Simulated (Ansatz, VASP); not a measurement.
# La in VASP and in Ansatz

The input POSCAR:

```
La
1.0
    5.9574525210      0.0000000000      0.0000000000
   -2.9787262605      5.1593052250      0.0000000000
    0.0000000000      0.0000000000      3.6519183953
La
3
Direct
    0.0000000000      0.0000000000      0.0000000000
    0.3333333333      0.6666666667      0.5000000000
    0.6666666667      0.3333333333      0.5000000000
```

INCAR.step1

```
  PREC = Accurate
  ENCUT = 550
  ISMEAR = -1
  SIGMA = 0.1
  LREAL = F
  LASPH = T
  NELM = 200
  GGA = PE
  ALGO = Normal
  EDIFF = 1E-5
  LWAVE = T
  LCHARG = F
  GGA_COMPAT = F
  IBRION = 2
  ISIF = 3
  EDIFFG = -0.005
  NELMIN = 4
  NSW = 100
  LMAXMIX = 6
```

File INCAR.step2:

```
  PREC = Accurate
  ENCUT = 550
  EDIFF = 1E-7
  ISMEAR = -1
  SIGMA = 0.1
  LREAL = F
  LASPH = T
  NELM = 200
  ALGO = Normal
  ISIF = 3
  LWAVE = F
  LCHARG = F
  METAGGA = R2SCAN
  LMIXTAU = T
  IBRION = 2
  NSW = 80
  EDIFFG = -0.01
  ISTART = 1
  GGA_COMPAT = F
  NELMIN = 4
  LMAXMIX = 6
```

The input KPOINTS:

```
Automatic mesh
0
Gamma
  6 6 9
```

Input for Ansatz:

```yaml
crystal:
  lattice:
    - [5.957452521, 0.0, 0.0]
    - [-2.9787262605, 5.159305225, 0.0]
    - [0.0, 0.0, 3.6519183953]
  atoms:
    - { symbol: La, position: [0.0, 0.0, 0.0] }
    - { symbol: La, position: [0.3333333333, 0.6666666667, 0.5] }
    - { symbol: La, position: [0.6666666667, 0.3333333333, 0.5] }
hamiltonian:
  xc: r2scan
  pseudopotentials:
    kind: paw
    azcp:
      La: "pseudopotentials/La.paw.azcp"
basis:
  ecutwfc: 500
  fft_grid_basis: typed
kpoints:
  mp_grid: { grid: [6, 6, 9], shift: [0, 0, 0] }
magnetization:
  spin_polarized: false
scf:
  occupations: { method: fermi_dirac, width: 0.1 }
relax:
  max_steps: 60
  f_tol: 0.01
  cell: {}
```

Alike in both runs: task relaxation of cell and atoms; functional r2SCAN; k mesh 6 × 6 × 9; occupations fermi-dirac, width 0.1 eV; no spin polarisation.

```csv
,VASP,Ansatz
version,VASP 6.6.1,Ansatz 0.2.0
potentials or method,"VASP PAW PBE potentials, release 64 (La), cutoff 550 eV","plane waves (500 eV) with PAW, scalar-relativistic"
valence electrons in the cell,33,33
```

```csv
,VASP,Ansatz,Ansatz less VASP
relaxed volume (Å³/atom),37.53,37.44,-0.088
relaxed length of the cell vector where the two differ most in proportion (Å),3.631,3.628,-0.0029
```

VASP's potentials were made for PBE, not for r2SCAN.

Neither program's run includes spin-orbit coupling.
